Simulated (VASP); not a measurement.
# HfO2 (Fm-3m) in VASP: settings compared

Aim: see how the results for HfO2 move with the level of theory and the settings. Levels: PBE+D3(BJ), PBE+D4, PBEsol+D3(BJ), PBE-based screened hybrid with 25 % exact exchange. Tasks: relaxation of cell and atoms, single point.

Program: VASP 6.6.1. These are calculated values, not measurements. Logs are shortened: lines on timing, memory, paths and dates and some standing lists are left out, and cuts for length are marked.

### Step 1. The cell of the first run

The structure is cubic, space group Fm-3m (No. 225). The conventional cell has a = 5.115 Å, b = 5.115 Å, c = 5.115 Å, α = 90.00°, β = 90.00°, γ = 90.00°. Within 2.9 Å of Hf (site symmetry m-3m) lie 8 O at 2.21 Å. O (site symmetry -43m) has 4 Hf at 2.21 Å and 6 O at 2.56 Å within 2.9 Å.

### Step 2. Relaxation of cell and atoms, PBE+D3(BJ)

Input file INCAR:

```
SYSTEM = HfO2
  PREC = Accurate
  ENCUT = 600
  EDIFF = 1E-6
  ISMEAR = -1
  SIGMA = 0.05
  LREAL = .False.
  LASPH = .True.
  NELM = 60
  ALGO = Normal
  ISIF = 3
  LWAVE = .False.
  LCHARG = .False.
  GGA = PE
  IVDW = 12
  IBRION = 2
  NSW = 60
  EDIFFG = -0.01
```

Input file KPOINTS:

```
Automatic mesh
0
Gamma
  9 9 9
  0 0 0
```

Input file POSCAR:

```
HfO2
1.0
    0.0000000000      2.5575000000      2.5575000000
    2.5575000000      0.0000000000      2.5575000000
    2.5575000000      2.5575000000      0.0000000000
Hf O
1 2
Direct
    0.0000000000      0.0000000000      0.0000000000
    0.7500000000      0.7500000000      0.7500000000
    0.2500000000      0.2500000000      0.2500000000
```

Potentials or basis: VASP PAW PBE potentials, release 64 (Hf_pv, O).

Started as:

```console
$ cat potpaw_PBE.64/Hf_pv/POTCAR potpaw_PBE.64/O/POTCAR > POTCAR
$ mpirun -np 1 vasp_std > vasp.out
```

OUTCAR:

```text
SYSTEM = HfO2
   PREC = Accurate
   ENCUT = 600
   EDIFF = 1E-6
   ISMEAR = -1
   LREAL = .False.
   LASPH = .True.
   NELM = 60
   ISIF = 3
   GGA = PE
   IVDW = 12
   IBRION = 2
   NSW = 60
   EDIFFG = -0.01
 IVDW          = 12

 ion  position               nearest neighbor table
   1  0.000  0.000  0.000-   2 2.21   2 2.21   2 2.21   2 2.21   3 2.21   3 2.21   3 2.21   3 2.21

   2  0.750  0.750  0.750-   1 2.21   1 2.21   1 2.21   1 2.21
   3  0.250  0.250  0.250-   1 2.21   1 2.21   1 2.21   1 2.21

  LATTYP: Found a face centered cubic cell.
 ALAT       =     5.1150000000

  Lattice vectors:

 A1 = (   0.0000000000,   2.5575000000,   2.5575000000)
 A2 = (   2.5575000000,   0.0000000000,   2.5575000000)
 A3 = (   2.5575000000,   2.5575000000,   0.0000000000)

Analysis of symmetry for initial positions (statically):
=====================================================================
 Subroutine PRICEL returns:
 Original cell was already a primitive cell.

 Routine SETGRP: Setting up the symmetry group for a
 face centered cubic supercell.

 Subroutine GETGRP returns: Found 48 space group operations
 (whereof 48 operations were pure point group operations)
 out of a pool of 48 trial point group operations.

The static configuration has the point symmetry O_h .

Analysis of symmetry for dynamics (positions and initial velocities):
=====================================================================
 Subroutine PRICEL returns:
 Original cell was already a primitive cell.

 Routine SETGRP: Setting up the symmetry group for a
 face centered cubic supercell.

 Subroutine GETGRP returns: Found 48 space group operations
 (whereof 48 operations were pure point group operations)
 out of a pool of 48 trial point group operations.

The dynamic configuration has the point symmetry O_h .

 Subroutine INISYM returns: Found 48 space group operations
 (whereof 48 operations are pure point group operations),
 and found     1 'primitive' translations

----------------------------------------------------------------------------------------

                                     Primitive cell

  volume of cell :      33.4562

  direct lattice vectors                    reciprocal lattice vectors
     0.000000000  2.557500000  2.557500000    -0.195503421  0.195503421  0.195503421
     2.557500000  0.000000000  2.557500000     0.195503421 -0.195503421  0.195503421
     2.557500000  2.557500000  0.000000000     0.195503421  0.195503421 -0.195503421

  length of vectors
     3.616851186  3.616851186  3.616851186     0.338621859  0.338621859  0.338621859

[... 79 lines left out ...]
   LASPH  =      T    aspherical Exc in radial PAW
   ENCUT  =  600.0 eV  44.10 Ry    6.64 a.u.   7.22  7.22  7.22*2*pi/ulx,y,z
   NELM   =     60;   NELMIN=  2; NELMDL= -5     # of ELM steps
   EDIFF  = 0.1E-05   stopping-criterion for ELM
   LREAL  =      F    real-space projection
   EDIFFG = -.1E-01   stopping-criterion for IOM
   NSW    =     60    number of steps for IOM
   IBRION =      2    ionic relax: 0-MD 1-quasi-New 2-CG
   NFREE  =      1    steps in history (QN), initial steepest desc. (CG)
   ISIF   =      3    stress and relaxation
   ISYM   =      2    0-nonsym 1-usesym 2-fastsym
   POTIM  = 0.5000    time-step for ionic-motion
   TEBEG  =    0.0;   TEEND  =   0.0 temperature during run
   PSTRESS=    0.0 pullay stress
   NELECT =      22.0000    total number of electrons
   NUPDOWN=      -1.0000    fix difference up-down
   EMIN   =  10.00;   EMAX   =-10.00  energy-range for DOS
   EFERMI =   0.00;   METHOD = LEGACY
   ISMEAR =    -1;   SIGMA  =   0.05  broadening in eV -4-tet -1-fermi 0-gaus
   EFERMI_NEDOS =   21; number of points for ismear=-14 and -15
   IALGO  =     38    algorithm
   IMIX   =      4    mixing-type and parameters
     AMIX     =   0.40;   BMIX     =  1.00
     AMIX_MAG =   1.60;   BMIX_MAG =  1.00
  volume/ion in A,a.u.               =      11.15        75.26
  Fermi-wavevector in a.u.,A,eV,Ry     =   1.423607  2.690227 27.574337  2.026657
  Thomas-Fermi vector in A             =   2.544186
   LORBIT       =      0    0 simple, 1 ext, 2 COOP (PROOUT), +10 PAW based schemes
   GGA     = PE    functional components
   LHFCALC =     F    Hartree Fock is set to
   AEXX    =    0.0000 exact exchange contribution
   IVDW    =    12    specifies the selected vdW correction
   LEPSILON=     F    determine dielectric tensor
   LRPA    =     F    only Hartree local field effects (RPA)
 conjugate gradient relaxation of ions
 non-spin polarized calculation
  energy-cutoff  :      600.00
  volume of cell :       33.46
 maximum number of plane-waves:      1139
 NGX is ok and might be reduce to    30
   NGX = 15   NGY = 15   NGZ = 15

--------------------------------------- Ionic step        1  -------------------------------------------

 number of electron      21.9999993 magnetization

 Free energy of the ion-electron system (eV)
  ---------------------------------------------------
  ext. energy  EPLUGINS =         0.00000000
  ---------------------------------------------------
  free energy    TOTEN  =       -30.23879997 eV

  energy without entropy =      -30.23879997  energy(sigma->0) =      -30.23879997

------------------------ aborting loop because EDIFF is reached ----------------------------------------

 Edisp (eV)   -0.69884

 E8    (eV) :    -0.3050
[... 73 lines left out ...]
--------------------------------------- Ionic step        3  -------------------------------------------

 number of electron      21.9999999 magnetization

 Free energy of the ion-electron system (eV)
  ---------------------------------------------------
  ext. energy  EPLUGINS =         0.00000000
  ---------------------------------------------------
  free energy    TOTEN  =       -30.25087115 eV

  energy without entropy =      -30.25087115  energy(sigma->0) =      -30.25087115

 E-fermi :   5.3907     XC(G=0): -11.9123

 val. band max:        4.3425248221   @ k =  -0.4444   0.4444   0.0000
 cond. band min:       8.2973878788   @ k =   0.4444   0.4444   0.0000
 fundamental gap:      3.9548630568
 Fermi energy:         5.3907384561

 k-point     1 :       0.0000    0.0000    0.0000
  band No.  band energies     occupation
      1     -25.2256      2.00000
      2     -25.2256      2.00000
      3     -25.2256      2.00000
      4     -14.4224      2.00000
      5     -11.3209      2.00000
      6      -1.0320      2.00000
      7      -1.0320      2.00000
      8      -1.0320      2.00000
      9       3.7811      2.00000
     10       3.7811      2.00000
     11       3.7811      2.00000
     12       8.3122      0.00000
     13       8.3122      0.00000
     14      10.3454      0.00000
[... 401 lines left out ...]
      2     -25.3525      2.00000
      3     -25.3525      2.00000
      4     -12.6124      2.00000
      5     -12.2643      2.00000
      6      -2.0217      2.00000
      7       0.7800      2.00000
      8       0.7800      2.00000
      9       2.9536      2.00000
     10       2.9536      2.00000
     11       4.1478      2.00000
     12       8.2974      0.00000
     13       9.9120      0.00000
     14      11.3762      0.00000
     15      12.7005      0.00000

 [... further k-points ...]

------------------------ aborting loop because EDIFF is reached ----------------------------------------

 Edisp (eV)   -0.72917

 E8    (eV) :    -0.3185
[... 26 lines left out ...]
  FREE ENERGIE OF THE ION-ELECTRON SYSTEM (eV)
  ---------------------------------------------------
  free  energy   TOTEN  =       -30.9800418953 eV

  energy  without entropy=      -30.9800418953  energy(sigma->0) =      -30.98004190

 reached required accuracy - stopping structural energy minimisation
```

OSZICAR:

```text
N       E                     dE             d eps       ncg     rms          rms(c)
DAV:   1     0.109522761806E+03    0.10952E+03   -0.14121E+04  1050   0.162E+03
DAV:   2    -0.319580880311E+02   -0.14148E+03   -0.13804E+03  1330   0.338E+02
DAV:   3    -0.360437651098E+02   -0.40857E+01   -0.40821E+01  1365   0.565E+01
[... 31 lines left out ...]
DAV:   9    -0.302508760286E+02    0.44512E-03   -0.58219E-03  1288   0.615E-01    0.532E-02
DAV:  10    -0.302508745987E+02    0.14299E-05   -0.10590E-04  1134   0.102E-01    0.354E-02
DAV:  11    -0.302508718793E+02    0.27194E-05   -0.28160E-05  1274   0.425E-02    0.140E-01
DAV:  12    -0.302508711407E+02    0.73859E-06   -0.38300E-05  1134   0.461E-02    0.924E-03
DAV:  13    -0.302508711496E+02   -0.88876E-08   -0.63415E-07   672   0.823E-03
   3 F= -.30980042E+02 E0= -.30980042E+02  d E =-.424059E-01
```

CONTCAR:

```text
HfO2
   1.00000000000000
     0.0000000000000000    2.5233464269860248    2.5233464269860248
     2.5233464269860248   -0.0000000000000000    2.5233464269860248
     2.5233464269860248    2.5233464269860248    0.0000000000000000
  Hf              O
     1     2
Direct
     0.0000000000000000    0.0000000000000000    0.0000000000000000
     0.7500000000000000    0.7500000000000000    0.7500000000000000
     0.2500000000000000    0.2500000000000000    0.2500000000000000

  0.00000000E+00  0.00000000E+00  0.00000000E+00
  0.00000000E+00  0.00000000E+00  0.00000000E+00
  0.00000000E+00  0.00000000E+00  0.00000000E+00
```

Wall time 56 s (1 thread of AMD EPYC 7R13 (Zen 3), shared host); peak memory 0.17 GiB.

Results:

```
Free energy                           : -30.9800 eV
Relaxed volume                        : 10.71 Å³/atom
Relaxed cell                          : a = 3.569 Å, b = 3.569 Å, c = 3.569 Å, α = 60.00°, β = 60.00°, γ = 60.00°
Space group after relaxing (to 0.1 Å) : Fm-3m (No. 225)
Energy gained by relaxing             : 14.1 meV/atom
Ionic steps                           : 3
Pressure after relaxing               : -0.1 GPa
Band gap on the k mesh                : 3.95 eV (least direct gap 4.07 eV)
Dispersion energy per atom            : -0.243 eV
```

Step by step:
| step | energy change (eV) | largest force (eV/Å) | pressure (GPa) | volume (Å³) |
| --- | --- | --- | --- | --- |
| 1 | 0.0000 | 0.0000 | -9.76 | 33.46 |
| 2 | 0.0528 | 0.0000 | 17.48 | 30.27 |
| 3 | -0.0424 | 0.0000 | -0.12 | 32.13 |

Final structure:
```yaml
crystal:
  lattice:
    - [0.00000, 2.52335, 2.52335]
    - [2.52335, 0.00000, 2.52335]
    - [2.52335, 2.52335, 0.00000]
  atoms:
    - { symbol: Hf, position: [0.00000, 0.00000, 0.00000] }
    - { symbol: O, position: [0.75000, 0.75000, 0.75000] }
    - { symbol: O, position: [0.25000, 0.25000, 0.25000] }
```

Caveat: spin-orbit coupling is left out, which moves the levels of the heavy elements; an odd mesh through Γ misses points on the zone boundary, where band edges can lie.

### Step 3. Relaxation of cell and atoms, PBE+D4

Input file INCAR:

```
SYSTEM = HfO2
PREC     = Accurate       ! precision mode
ENCUT    = 600            ! plane-wave cutoff, eV
EDIFF    = 1E-6           ! SCF threshold, eV
ISMEAR   = -1             ! smearing method
SIGMA    = 0.05           ! smearing width, eV
LREAL    = .FALSE.        ! projectors in reciprocal space
LASPH    = .TRUE.         ! aspherical terms in the spheres
NELM     = 60             ! most SCF steps
ALGO     = Normal         ! electronic algorithm
ISIF     = 3              ! what is computed and relaxed
LWAVE    = .FALSE.        ! write WAVECAR
LCHARG   = .FALSE.        ! write CHGCAR
GGA      = PE             ! functional
IVDW     = 13             ! dispersion correction
IBRION   = 2              ! ionic algorithm
NSW      = 60             ! ionic steps
EDIFFG   = -0.01          ! ionic threshold
```

Input file KPOINTS:

```
regular mesh
0
G
  9 9 9
  0 0 0
```

POSCAR is that of step 2.

Potentials or basis: VASP PAW PBE potentials, release 64 (Hf_pv, O).

Started as:

```console
$ cat potpaw_PBE.64/Hf_pv/POTCAR potpaw_PBE.64/O/POTCAR > POTCAR
$ mpirun -np 1 vasp_std > vasp.out
```

OUTCAR:

```text
SYSTEM = HfO2
   PREC = Accurate
   ENCUT = 600
   EDIFF = 1E-6
   ISMEAR = -1
   LREAL = .FALSE.
   LASPH = .TRUE.
   NELM = 60
   ISIF = 3
   GGA = PE
   IVDW = 13
   IBRION = 2
   NSW = 60
   EDIFFG = -0.01

 ion  position               nearest neighbor table
   1  0.000  0.000  0.000-   2 2.21   2 2.21   2 2.21   2 2.21   3 2.21   3 2.21   3 2.21   3 2.21

   2  0.750  0.750  0.750-   1 2.21   1 2.21   1 2.21   1 2.21
   3  0.250  0.250  0.250-   1 2.21   1 2.21   1 2.21   1 2.21

  LATTYP: Found a face centered cubic cell.
 ALAT       =     5.1150000000

  Lattice vectors:

 A1 = (   0.0000000000,   2.5575000000,   2.5575000000)
 A2 = (   2.5575000000,   0.0000000000,   2.5575000000)
 A3 = (   2.5575000000,   2.5575000000,   0.0000000000)

Analysis of symmetry for initial positions (statically):
=====================================================================
 Subroutine PRICEL returns:
 Original cell was already a primitive cell.

[... 304 lines left out ...]

 E-fermi :   5.3823     XC(G=0): -11.9100

 val. band max:        4.3394158836   @ k =  -0.4444   0.4444   0.0000
 cond. band min:       8.2922908343   @ k =   0.4444   0.4444   0.0000
 fundamental gap:      3.9528749507
 Fermi energy:         5.3823172648

 k-point     1 :       0.0000    0.0000    0.0000
  band No.  band energies     occupation
      1     -25.2320      2.00000
      2     -25.2320      2.00000
      3     -25.2320      2.00000
      4     -14.4229      2.00000
      5     -11.3234      2.00000
      6      -1.0327      2.00000
      7      -1.0327      2.00000
      8      -1.0327      2.00000
      9       3.7782      2.00000
     10       3.7782      2.00000
     11       3.7782      2.00000
     12       8.3071      0.00000
     13       8.3071      0.00000
     14      10.3383      0.00000
[... 401 lines left out ...]
      2     -25.3586      2.00000
      3     -25.3586      2.00000
      4     -12.6138      2.00000
      5     -12.2672      2.00000
      6      -2.0225      2.00000
      7       0.7777      2.00000
      8       0.7777      2.00000
      9       2.9509      2.00000
     10       2.9509      2.00000
     11       4.1447      2.00000
     12       8.2923      0.00000
     13       9.9056      0.00000
     14      11.3682      0.00000
     15      12.6927      0.00000

 [... further k-points ...]

------------------------ aborting loop because EDIFF is reached ----------------------------------------

  DFT-D4 for vdW energy calculation

  Edisp (eV):   -0.59436
[... 26 lines left out ...]
  FREE ENERGIE OF THE ION-ELECTRON SYSTEM (eV)
  ---------------------------------------------------
  free  energy   TOTEN  =       -30.8455455773 eV

  energy  without entropy=      -30.8455455772  energy(sigma->0) =      -30.84554558

 reached required accuracy - stopping structural energy minimisation
```

OSZICAR:

```text
N       E                     dE             d eps       ncg     rms          rms(c)
DAV:   1     0.109522761806E+03    0.10952E+03   -0.14121E+04  1050   0.162E+03
DAV:   2    -0.319580880311E+02   -0.14148E+03   -0.13804E+03  1330   0.338E+02
DAV:   3    -0.360437651098E+02   -0.40857E+01   -0.40821E+01  1365   0.565E+01
[... 37 lines left out ...]
DAV:   1    -0.302512520608E+02    0.47890E-03   -0.16835E-03  1162   0.401E-01    0.134E-01
DAV:   2    -0.302511952092E+02    0.56852E-04   -0.26130E-04  1141   0.124E-01    0.401E-02
DAV:   3    -0.302511867446E+02    0.84645E-05   -0.12233E-05  1296   0.317E-02    0.274E-02
DAV:   4    -0.302511850919E+02    0.16527E-05   -0.68254E-06  1316   0.225E-02    0.190E-02
DAV:   5    -0.302511852230E+02   -0.13109E-06   -0.14319E-07   574   0.338E-03
   4 F= -.30845546E+02 E0= -.30845546E+02  d E =-.395711E-01
```

CONTCAR:

```text
HfO2
   1.00000000000000
    -0.0000000000000000    2.5237120999900480    2.5237120999900480
     2.5237120999900480   -0.0000000000000000    2.5237120999900480
     2.5237120999900480    2.5237120999900480    0.0000000000000000
  Hf              O
     1     2
Direct
     1.0000000000000000    1.0000000000000000    1.0000000000000000
     0.7500000000000000    0.7500000000000000    0.7500000000000000
     0.2500000000000000    0.2500000000000000    0.2500000000000000

  0.00000000E+00  0.00000000E+00  0.00000000E+00
  0.00000000E+00  0.00000000E+00  0.00000000E+00
  0.00000000E+00  0.00000000E+00  0.00000000E+00
```

It took 64 s on 1 thread of AMD EPYC 7R13 (Zen 3), shared host; peak memory 0.16 GiB.

What came out:

```yaml
Free_energy: -30.8455 eV
Relaxed_volume: 10.72 Å³/atom
Relaxed_cell: a = 3.569 Å, b = 3.569 Å, c = 3.569 Å, α = 60.00°, β = 60.00°, γ = 60.00°
Space_group_after_relaxing_to_0.1_Å: Fm-3m (No. 225)
Energy_gained_by_relaxing: 13.2 meV/atom
Ionic_steps: 4
Pressure_after_relaxing: 0.1 GPa
Band_gap_on_the_k_mesh: 3.95 eV (least direct gap 4.07 eV)
Dispersion_energy_per_atom: -0.198 eV
```

The path:
| step | energy change (eV) | largest force (eV/Å) | pressure (GPa) | volume (Å³) |
| --- | --- | --- | --- | --- |
| 1 | 0.0000 | 0.0000 | -9.40 | 33.46 |
| 2 | 0.0471 | 0.0000 | 16.52 | 30.39 |
| 3 | -0.0396 | 0.0000 | -0.15 | 32.17 |
| 4 | -0.0396 | 0.0000 | 0.06 | 32.15 |

Final structure:
```
Hf O
1.0
     0.00000    2.52371    2.52371
     2.52371    0.00000    2.52371
     2.52371    2.52371    0.00000
Hf O
1 2
Direct
  0.00000 0.00000 0.00000
  0.75000 0.75000 0.75000
  0.25000 0.25000 0.25000
```

Levels at points of the mesh, in eV from the valence-band top:
| k point | band 8 | band 9 | band 10 | band 11 | band 12 | band 13 | band 14 | band 15 |
| --- | --- | --- | --- | --- | --- | --- | --- | --- |
| (0.00, 0.00, 0.00) | -5.37 | -0.56 | -0.56 | -0.56 | 3.97 | 3.97 | 6.00 | 10.65 |

Caveat: spin-orbit coupling is left out, which moves the levels of the heavy elements; an odd mesh through Γ misses points on the zone boundary, where band edges can lie. PBE gaps usually lie below the measured ones, often by a third to a half.

(Continued in part 2 of 2.)
